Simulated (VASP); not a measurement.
Set up this calculation in VASP 6.6.1, as the native input.

```yaml
Task: single point
Functional: LDA
Potentials_or_basis: VASP PAW LDA potentials, release 64 (Ta_sv_GW, N)
Cutoff: 700 eV
k_mesh: 15 × 15 × 10
Occupations: gaussian, width 0.1 eV
Spin: no spin polarisation
Dipole_correction: no
Further_INCAR_settings: ALGO = Normal; EDIFF = 1e-06; NBANDS = 22
```

The structure of Ta2N lies in POSCAR:

```
Ta2N
1.0
    3.1309442525     -0.0000000029      0.0000000000
   -1.5654721237      2.7114772620      0.0000000000
    0.0000000000      0.0000000000      4.8531563043
Ta N
2 1
Direct
    0.6666666667      0.3333333333      0.7510179244
    0.3333333333      0.6666666667      0.2489820756
    0.0000000000      0.0000000000      0.0000000000
```

One way to write it, as run:

INCAR

```
SYSTEM = Ta2N
  PREC = Accurate
  ENCUT = 700
  EDIFF = 1E-6
  ISMEAR = 0
  SIGMA = 0.1
  LREAL = .FALSE.
  LASPH = .TRUE.
  NELM = 120
  ALGO = Normal
  ISIF = 2
  LWAVE = .FALSE.
  LCHARG = .FALSE.
  NBANDS = 22
  GGA_COMPAT = .FALSE.
```

KPOINTS

```
Automatic mesh
0
G
  15 15 10
  0 0 0
```

Potentials or basis: VASP PAW LDA potentials, release 64 (Ta_sv_GW, N).

Command:

```console
$ cat potpaw_LDA.64/Ta_sv_GW/POTCAR potpaw_LDA.64/N/POTCAR > POTCAR
$ mpirun -np 1 vasp_std > vasp.out
```

Results of the run:

- Pressure: -14.5 GPa
- Largest force: 0.027 eV/Å
- Band gap on the k mesh: zero (an odd number of electrons rules out a gap without spin polarisation)

Caveat: the cell stands under tension; spin-orbit coupling is left out, which moves the levels of the heavy elements.

Run time: 3.8 min on 1 thread of Intel(R) Xeon(R) 6975P-C (Granite Rapids), on a shared host, peak memory 0.41 GiB.
